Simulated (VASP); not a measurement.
# CuO (P6_3/mmc) in VASP: further runs

CuO is run at these levels: LDA+U; tasks: single point.

Everything below comes from runs of VASP 6.6.1. Logs are shortened: lines on timing, memory, paths and dates and some standing lists are left out, and cuts for length are marked.

**1. The cell of the first run**

Symmetry: P6_3/mmc, No. 194, hexagonal system. The conventional cell has a = 3.180 Å, b = 3.180 Å, c = 4.431 Å, α = 90.00°, β = 90.00°, γ = 120.00°. Cu (site symmetry -3m) has 6 O at 2.14 Å and 2 Cu at 2.22 Å within 2.8 Å. O (site symmetry -6m2) has 6 Cu at 2.14 Å and 6 O at 2.88 Å within 2.9 Å.

**2. Single point, LDA+U, collinear spin**

Input file INCAR:

```
ALGO = Normal ; EDIFF = 1E-6
ENCUT = 820 ; GGA = CA
GGA_COMPAT = False ; ISIF = 2
ISMEAR = 0 ; ISPIN = 2
LASPH = True ; LCHARG = False
LDAU = True ; LDAUJ = 0 0
LDAUL = 2 -1 ; LDAUPRINT = 1
LDAUTYPE = 2 ; LDAUU = 5 0
LMAXMIX = 4 ; LORBIT = 11
LREAL = False ; LWAVE = False
MAGMOM = 1 1 -1 -1 0 0 0 0 ; NBANDS = 64
NELM = 200 ; PREC = Accurate
SIGMA = 0.05
```

Input file KPOINTS:

```
k-points
0
Gamma
  7 7 2
```

Input file POSCAR:

```
CuO
1.0
    3.1795331000      0.0000000000      0.0000000000
   -1.5897665500      2.7535564400      0.0000000000
    0.0000000000      0.0000000000      8.8629814600
Cu O
4 4
Direct
    0.0000000000      0.0000000000      0.0000000000
    0.0000000000      0.0000000000      0.2500000000
    0.0000000000      0.0000000000      0.5000000000
    0.0000000000      0.0000000000      0.7500000000
    0.3333333333      0.6666666667      0.1250000000
    0.6666666667      0.3333333333      0.3750000000
    0.3333333333      0.6666666667      0.6250000000
    0.6666666667      0.3333333333      0.8750000000
```

Potentials or basis: VASP PAW LDA potentials, release 64 (Cu_sv_GW, O).

On the command line:

```console
cat potpaw_LDA.64/Cu_sv_GW/POTCAR potpaw_LDA.64/O/POTCAR > POTCAR
mpirun -np 1 vasp_std > vasp.out
```

OUTCAR:

```text
EDIFF = 1E-6
   ENCUT = 820
   GGA = CA
   ISIF = 2
   ISMEAR = 0
   ISPIN = 2
   LASPH = True
   LORBIT = 11
   LREAL = False
   NELM = 200
   PREC = Accurate

 ion  position               nearest neighbor table
   1  0.000  0.000  0.000-   5 2.14   8 2.14   8 2.14   5 2.14   8 2.14   5 2.14   2 2.22   4 2.22

   2  0.000  0.000  0.250-   5 2.14   6 2.14   6 2.14   5 2.14   6 2.14   5 2.14   1 2.22   3 2.22

   3  0.000  0.000  0.500-   6 2.14   7 2.14   6 2.14   7 2.14   6 2.14   7 2.14   2 2.22   4 2.22
[... 14 lines left out ...]
 A1 = (   3.1795331000,   0.0000000000,   0.0000000000)
 A2 = (  -1.5897665500,   2.7535564400,   0.0000000000)
 A3 = (   0.0000000000,   0.0000000000,   8.8629814600)

Analysis of symmetry for initial positions (statically):
=====================================================================
 Subroutine PRICEL returns following result:

  LATTYP: Found a hexagonal cell.
 ALAT       =     3.1795331000
 C/A-ratio  =     1.3937551806
[... 12 lines left out ...]
 Subroutine GETGRP returns: Found 24 space group operations
 (whereof 12 operations were pure point group operations)
 out of a pool of 24 trial point group operations.

The static configuration has the point symmetry D_3d.
 The point group associated with its full space group is D_6h.

Analysis of symmetry for dynamics (positions and initial velocities):
=====================================================================
 Subroutine PRICEL returns following result:

  LATTYP: Found a hexagonal cell.
 ALAT       =     3.1795331000
 C/A-ratio  =     1.3937551806
[... 12 lines left out ...]
 Subroutine GETGRP returns: Found 24 space group operations
 (whereof 12 operations were pure point group operations)
 out of a pool of 24 trial point group operations.

The dynamic configuration has the point symmetry D_3d.
 The point group associated with its full space group is D_6h.

Analysis of structural, dynamic, and magnetic symmetry:
=====================================================================
 Subroutine PRICEL returns following result:

  LATTYP: Found a hexagonal cell.
 ALAT       =     3.1795331000
 C/A-ratio  =     1.3937551806
[... 12 lines left out ...]
 Subroutine GETGRP returns: Found 12 space group operations
 (whereof  6 operations were pure point group operations)
 out of a pool of 24 trial point group operations.

The overall configuration has the point symmetry C_3v.
 The point group associated with its full space group is D_3h.

 Subroutine INISYM returns: Found 12 space group operations
 (whereof  6 operations are pure point group operations),
 and found     2 'primitive' translations

----------------------------------------------------------------------------------------

                                     Primitive cell

  volume of cell :      38.7978

  direct lattice vectors                    reciprocal lattice vectors
     3.179533100  0.000000000  0.000000000     0.314511587  0.181583349  0.000000000
    -1.589766550  2.753556440  0.000000000     0.000000000  0.363166698  0.000000000
     0.000000000  0.000000000  4.431490730     0.000000000  0.000000000  0.225657699

  length of vectors
     3.179533100  3.179533103  4.431490730     0.363166698  0.363166698  0.225657699

  position of ions in fractional coordinates (direct lattice)
     0.000000000  0.000000000  0.000000000
     0.000000000  0.000000000  0.500000000
     0.333333333  0.666666667  0.250000000
     0.666666667  0.333333333  0.750000000

  ion indices of the primitive-cell ions
   primitive index   ion index
                 1           1
                 2           2
                 3           5
                 4           8

----------------------------------------------------------------------------------------

 KPOINTS: k-points

Automatic generation of k-mesh.
[... 84 lines left out ...]
   U (eV)           for each species LDAUU =   5.0  0.0
   J (eV)           for each species LDAUJ =   0.0  0.0
   GGA     = CA    functional components
   LHFCALC =     F    Hartree Fock is set to
   AEXX    =    0.0000 exact exchange contribution
   IVDW    =     0    specifies the selected vdW correction
   LEPSILON=     F    determine dielectric tensor
   LRPA    =     F    only Hartree local field effects (RPA)
 spin polarized calculation
 Gauss-broadening in eV      SIGMA  =   0.05
  energy-cutoff  :      820.00
  volume of cell :       77.60
 maximum number of plane-waves:      4168
 NGX is ok and might be reduce to    30
   NGX = 15   NGY = 15   NGZ = 41

 number of electron     100.0000000 magnetization      -0.0000000

 number of electron     100.0000000 magnetization       0.0000000

 number of electron      99.9999997 magnetization      -0.0000000
[... 122 lines left out ...]
  o =  0.7556  v =  0.6717  0.0000 -0.0000  0.7409 -0.0000  0.0000  0.0000  0.0000  0.0000  0.0000      0.0000  0.0000  0.0000  0.0000  0.0000  0.0000  0.0000  0.0000  0.0000  0.0000
  o =  0.7556  v =  0.0000 -0.7409  0.0000 -0.0000 -0.6717  0.0000  0.0000  0.0000  0.0000  0.0000      0.0000  0.0000  0.0000  0.0000  0.0000  0.0000  0.0000  0.0000  0.0000  0.0000
  o =  0.9245  v =  0.0000 -0.0000 -1.0000 -0.0000  0.0000  0.0000  0.0000  0.0000  0.0000  0.0000      0.0000  0.0000  0.0000  0.0000  0.0000  0.0000  0.0000  0.0000  0.0000  0.0000
  o =  0.9315  v =  0.0000  0.0000  0.0000  0.0000  0.0000 -0.0000  0.0000  1.0000 -0.0000 -0.0000      0.0000  0.0000  0.0000  0.0000  0.0000  0.0000  0.0000  0.0000  0.0000  0.0000
  o =  0.9403  v = -0.7409  0.0000 -0.0000  0.6717 -0.0000  0.0000  0.0000  0.0000  0.0000  0.0000      0.0000  0.0000  0.0000  0.0000  0.0000  0.0000  0.0000  0.0000  0.0000  0.0000
  o =  0.9403  v =  0.0000 -0.6717  0.0000  0.0000  0.7409  0.0000  0.0000  0.0000  0.0000  0.0000      0.0000  0.0000  0.0000  0.0000  0.0000  0.0000  0.0000  0.0000  0.0000  0.0000
  o =  0.9426  v =  0.0000  0.0000  0.0000  0.0000  0.0000  0.9983  0.0000 -0.0000 -0.0574 -0.0000      0.0000  0.0000  0.0000  0.0000  0.0000  0.0000  0.0000  0.0000  0.0000  0.0000
  o =  0.9426  v =  0.0000  0.0000  0.0000  0.0000  0.0000  0.0000 -0.0574  0.0000 -0.0000  0.9983      0.0000  0.0000  0.0000  0.0000  0.0000  0.0000  0.0000  0.0000  0.0000  0.0000
  o =  0.9463  v =  0.0000  0.0000  0.0000  0.0000  0.0000 -0.0574  0.0000  0.0000 -0.9983  0.0000      0.0000  0.0000  0.0000  0.0000  0.0000  0.0000  0.0000  0.0000  0.0000  0.0000
  o =  0.9463  v =  0.0000  0.0000  0.0000  0.0000  0.0000  0.0000  0.9983  0.0000  0.0000  0.0574      0.0000  0.0000  0.0000  0.0000  0.0000  0.0000  0.0000  0.0000  0.0000  0.0000

 number of electron      99.9999997 magnetization       0.0000000

 Free energy of the ion-electron system (eV)
  ---------------------------------------------------
  ext. energy  EPLUGINS =         0.00000000
  ---------------------------------------------------
  free energy    TOTEN  =       -35.30126360 eV

  energy without entropy =      -35.29649687  energy(sigma->0) =      -35.29888024

 E-fermi :   4.8397     XC(G=0): -13.1299

 val. band max:        4.8260995710   @ k =   0.2857  -0.0000   0.5000
 cond. band min:       4.8945435629   @ k =   0.2857  -0.0000   0.0000
 fundamental gap:      0.0684439919
 Fermi energy:         4.8396905962

 spin component 1

 k-point     1 :       0.0000    0.0000    0.0000
  band No.  band energies     occupation
      1    -105.2040      1.00000
      2    -105.1867      1.00000
      3    -104.7345      1.00000
      4    -104.7170      1.00000
      5     -63.3312      1.00000
      6     -63.1886      1.00000
[... 1029 lines left out ...]
     61      16.8851      0.00000
     62      16.9825      0.00000
 Fermi energy:         4.8396905962

 spin component 2

 k-point     1 :       0.0000    0.0000    0.0000
  band No.  band energies     occupation
      1    -105.2040      1.00000
      2    -105.1867      1.00000
      3    -104.7345      1.00000
      4    -104.7170      1.00000
      5     -63.3312      1.00000
      6     -63.1886      1.00000
[... 1029 lines left out ...]
     61      16.9070      0.00000
     62      16.9418      0.00000
 [bands above 62 left out]

------------------------ aborting loop because EDIFF is reached ----------------------------------------

  FORCE on cell =-STRESS in cart. coord.  units (eV):
  Direction    XX          YY          ZZ          XY          YZ          ZX
  --------------------------------------------------------------------------------------
  -------------------------------------------------------------------------------------
  Total      -12.7790686    -12.7790686      8.1378882     -0.0000000      0.0000000      0.0000000
  in kB     -263.8594235   -263.8594241    168.0293428     -0.0000000      0.0000000      0.0000000
  external PRESSURE =    -119.8965016 kB  Pullay stress =       0.0000000 kB

 VOLUME and BASIS-vectors are now :
 -----------------------------------------------------------------------------
  energy-cutoff  :      820.00
  volume of cell :       77.60
      direct lattice vectors                 reciprocal lattice vectors
     3.179533100  0.000000000  0.000000000     0.314511587  0.181583349  0.000000000
    -1.589766550  2.753556440  0.000000000     0.000000000  0.363166698  0.000000000
     0.000000000  0.000000000  8.862981460     0.000000000  0.000000000  0.112828849

 POSITION                                       TOTAL-FORCE (eV/Angst)
 -----------------------------------------------------------------------------------
      0.00000      0.00000      0.00000        -0.000000      0.000000     -0.071437
      0.00000      0.00000      2.21575        -0.000000      0.000000      0.071437
      0.00000      0.00000      4.43149        -0.000000      0.000000     -0.071437
      0.00000      0.00000      6.64724        -0.000000      0.000000      0.071437
     -0.00000      1.83570      1.10787        -0.000000      0.000000     -0.000000
      1.58977      0.91785      3.32362         0.000000     -0.000000     -0.000000
     -0.00000      1.83570      5.53936         0.000000      0.000000     -0.000000
      1.58977      0.91785      7.75511         0.000000     -0.000000     -0.000000
 -----------------------------------------------------------------------------------
    total drift:                                0.000000     -0.000000      0.000000

  FREE ENERGIE OF THE ION-ELECTRON SYSTEM (eV)
  ---------------------------------------------------
  free  energy   TOTEN  =       -35.3012636016 eV

  energy  without entropy=      -35.2964968715  energy(sigma->0) =      -35.29888024

 total charge

# of ion       s       p       d       f       tot
--------------------------------------------------
    1        2.210   6.340   8.998   0.010  17.557
    2        2.210   6.340   8.998   0.010  17.557
    3        2.210   6.340   8.998   0.010  17.557
    4        2.210   6.340   8.998   0.010  17.557
    5        1.567   3.279   0.000   0.000   4.846
    6        1.561   3.295   0.000   0.000   4.857
    7        1.567   3.279   0.000   0.000   4.846
    8        1.561   3.295   0.000   0.000   4.857
--------------------------------------------------
tot         15.096  38.507  35.991   0.038  89.633

 magnetization (x)

# of ion       s       p       d       f       tot
--------------------------------------------------
    1       -0.003  -0.006   0.393   0.000   0.384
    2       -0.003  -0.006   0.393   0.000   0.384
    3        0.003   0.006  -0.393  -0.000  -0.384
    4        0.003   0.006  -0.393  -0.000  -0.384
    5        0.004   0.361   0.000   0.000   0.365
    6        0.000   0.000   0.000   0.000   0.000
    7       -0.004  -0.361   0.000   0.000  -0.365
    8        0.000   0.000   0.000   0.000   0.000
--------------------------------------------------
tot          0.000   0.000   0.000   0.000   0.000
```

It took 10 min on 1 thread of Intel Xeon Platinum 8488C (Sapphire Rapids), shared host; peak memory 0.38 GiB.

Results:

- Free energy: -35.3013 eV
- Pressure: -12.0 GPa
- Largest force: 0.071 eV/Å
- Band gap on the k mesh: zero (filled and empty bands overlap)
- Net moment: 0.00 μB per cell
- Site moments: Cu +0.38, -0.38 (each value once); O +0.36, +0.00, -0.36 (each value once) μB
- Valence electrons inside the program's atomic spheres: Cu 17.56; O 4.85, 4.86 (each value once)

Forces on the atoms (eV/Å):
```
Cu   0.000  0.000 -0.071
Cu   0.000  0.000  0.071
Cu   0.000  0.000 -0.071
Cu   0.000  0.000  0.071
O    0.000  0.000  0.000
O    0.000  0.000  0.000
O    0.000  0.000  0.000
O    0.000  0.000  0.000
```

Levels at points of the mesh, in eV from the Fermi level:
Spin up:
| k point | band 47 | band 48 | band 49 | band 50 | band 51 | band 52 | band 53 | band 54 |
| --- | --- | --- | --- | --- | --- | --- | --- | --- |
| (0.00, 0.00, 0.00) | -0.44 | -0.44 | -0.04 | -0.04 | 0.78 | 0.78 | 1.87 | 4.58 |
| (0.00, 0.00, 0.50) | -1.01 | -1.01 | 0.16 | 0.16 | 0.75 | 0.75 | 2.97 | 3.01 |
Spin down:
```csv
k point,band 48,band 49,band 50,band 51,band 52,band 53
"(0.00, 0.00, 0.00)",-0.44,-0.04,-0.04,0.78,0.78,1.87
"(0.00, 0.00, 0.50)",-1.01,0.16,0.16,0.75,0.75,2.97
```

Eigenvalues of the final occupation matrices:
```
    site  spin  trace               eigenvalues
site 1 d     1   4.71  0.93 0.94 0.94 0.95 0.95
site 1 d     2   4.32  0.76 0.76 0.92 0.94 0.94
site 2 d     1   4.71  0.93 0.94 0.94 0.95 0.95
site 2 d     2   4.32  0.76 0.76 0.92 0.94 0.94
site 3 d     1   4.32  0.76 0.76 0.92 0.94 0.94
site 3 d     2   4.71  0.93 0.94 0.94 0.95 0.95
site 4 d     1   4.32  0.76 0.76 0.92 0.94 0.94
site 4 d     2   4.71  0.93 0.94 0.94 0.95 0.95
```

Caveat: the stress differs along the axes, from -26 to 17 GPa; semilocal functionals underestimate gaps, and a narrow one can read as zero.

(Part 1 of 2 ends here.)

The gap in the log of VASP goes by the Fermi energy; the results here count the filled bands.